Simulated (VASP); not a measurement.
A run of VASP 6.6.1 is set up as follows.

Contents of POSCAR:

```
ZnCu
1.0
    2.9450000000      0.0000000000      0.0000000000
    0.0000000000      2.9450000000      0.0000000000
    0.0000000000      0.0000000000      2.9450000000
Zn Cu
1 1
Direct
    0.5000000000      0.5000000000      0.5000000000
    0.0000000000      0.0000000000      0.0000000000
```

Contents of INCAR.step1:

```
  PREC = Accurate
  ENCUT = 520
  EDIFF = 1E-6
  ISMEAR = -1
  SIGMA = 0.05
  LREAL = F
  LASPH = T
  NELM = 150
  ALGO = Normal
  ISIF = 2
  LWAVE = F
  LCHARG = T
  ISPIN = 2
  MAGMOM = 0 0.7
  LMAXMIX = 4
  GGA = PE
  NBANDS = 22
```

File KPOINTS.step1:

```
regular mesh
0
Gamma
  10 10 10
```

File INCAR.step2:

```
  PREC = Accurate
  ENCUT = 520
  EDIFF = 1E-6
  ISMEAR = -5
  SIGMA = 0.05
  LREAL = F
  LASPH = T
  NELM = 150
  ALGO = Normal
  ISIF = 2
  LWAVE = F
  LCHARG = F
  ISPIN = 2
  MAGMOM = 0 0.7
  LORBIT = 10
  LMAXMIX = 4
  GGA = PE
  NBANDS = 22
  NEDOS = 1001
  ICHARG = 11
```

File KPOINTS.step2:

```
regular mesh
0
Gamma
  15 15 15
```

Potentials or basis: VASP PAW PBE potentials, release 64 (Zn, Cu).

The run is started by

```sh
$ cat potpaw_PBE.64/Zn/POTCAR potpaw_PBE.64/Cu/POTCAR > POTCAR
$ cp INCAR.step1 INCAR
$ cp KPOINTS.step1 KPOINTS
$ mpirun -np 1 vasp_std > vasp.out
$ cp INCAR.step2 INCAR
$ cp KPOINTS.step2 KPOINTS
$ mpirun -np 1 vasp_std > vasp.out
```

Predict the net moment.

0.00 μB per cell.
